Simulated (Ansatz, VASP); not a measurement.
# BiOs in VASP and in Ansatz

File INCAR:

```
ALGO     = Fast           # electronic algorithm
EDIFF    = 1E-7           # SCF threshold, eV
ENCUT    = 520            # plane-wave cutoff, eV
GGA      = CA             # functional
ISIF     = 2              # what is computed and relaxed
ISMEAR   = 0              # smearing method
LASPH    = True           # aspherical terms in the spheres
LCHARG   = False          # write CHGCAR
LREAL    = False          # projectors in reciprocal space
LWAVE    = False          # write WAVECAR
NBANDS   = 18             # bands
NELM     = 80             # most SCF steps
PREC     = Accurate       # precision mode
SIGMA    = 0.05           # smearing width, eV
```

The input KPOINTS:

```
k-points
0
Gamma
  10 10 10
```

File POSCAR:

```
BiOs
1.0
    0.0000000000      2.7958475025      2.7958475025
    2.7958475025      0.0000000000      2.7958475025
    2.7958475025      2.7958475025      0.0000000000
Os Bi
1 1
Direct
    0.5000000000      0.5000000000      0.5000000000
    0.0000000000      0.0000000000      0.0000000000
```

Input for Ansatz:

```yaml
crystal:
  lattice:
    - [0.0, 2.7958475025, 2.7958475025]
    - [2.7958475025, 0.0, 2.7958475025]
    - [2.7958475025, 2.7958475025, 0.0]
  atoms:
    - { symbol: Os, position: [0.5, 0.5, 0.5] }
    - { symbol: Bi, position: [0.0, 0.0, 0.0] }
basis:
  ecutwfc: 420
  ecutrho_ratio: 4
kpoints:
  mp_grid: { grid: [10, 10, 10] }
hamiltonian:
  xc: lda
scf:
  occupations: { method: gaussian, width: 0.05 }
output:
  forces: true
  stress: true
  eigenvalues: true
  populations: true
```

Alike in both runs: task single point; functional LDA; k mesh 10 × 10 × 10; occupations gaussian, width 0.05 eV; no spin polarisation.

|  | VASP | Ansatz |
| --- | --- | --- |
| version | VASP 6.6.1 | Ansatz 0.2.0 |
| potentials or method | VASP PAW LDA potentials, release 64 (Os, Bi_d), cutoff 520 eV | scalar-relativistic, plane waves, PAW |
| valence electrons in the cell | 23 | 31 |

```csv
,VASP,Ansatz,Ansatz less VASP
gap on the k mesh at the Fermi level (eV),none,none,-
pressure (GPa),-8.0,-8.2,-0.23
```

LDA's correlation is that of Perdew and Zunger in VASP and of Perdew and Wang (1992) in Ansatz. A gap of «none» marks a metal or a gap that the smearing closes. VASP's potentials hold 23 valence electrons a cell and Ansatz's 31, so a difference there can come from the potentials and not from the codes.

Spin-orbit coupling is off throughout.
